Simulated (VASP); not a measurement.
K, 1 atom in the cell. It takes space group Pm-3m (No. 221, cubic). Conventional cell: a = 3.525 Å, b = 3.525 Å, c = 3.525 Å, α = 90.00°, β = 90.00°, γ = 90.00°. K (site symmetry m-3m) has 6 K at 3.53 Å within 4.6 Å.  This cell differs from its parent crystal: volume scaled by 0.55.

| Property | Result |
| --- | --- |
| Program | VASP 6.6.1 |
| Task | density of states |
| Functional | PBE |
| Potentials or basis | VASP PAW PBE potentials, release 64 (K_sv) |
| Cutoff | 520 eV |
| k mesh | 10 × 10 × 10 |
| Occupations | fermi-dirac, width 0.08 eV |
| Spin | no spin polarisation |
| Dipole correction | no |
| k mesh for the DOS | 15 × 15 × 15 |
| Occupations for the DOS | tetrahedron |
| Further INCAR settings | ALGO = Normal; EDIFF = 1e-06 |

Potentials or basis: VASP PAW PBE potentials, release 64 (K_sv).

Run with:

```sh
$ cat potpaw_PBE.64/K_sv/POTCAR > POTCAR
$ cp INCAR.step1 INCAR
$ cp KPOINTS.step1 KPOINTS
$ mpirun -np 1 vasp_std > vasp.out
$ cp INCAR.step2 INCAR
$ cp KPOINTS.step2 KPOINTS
$ mpirun -np 1 vasp_std > vasp.out
```

Hardware: 1 thread of Intel Xeon 6975P-C, on a shared host.

How long does it take, and how much memory?

It took 27 s on 1 thread of Intel Xeon 6975P-C (shared host), peak memory 0.17 GiB. Counts: k points 120.
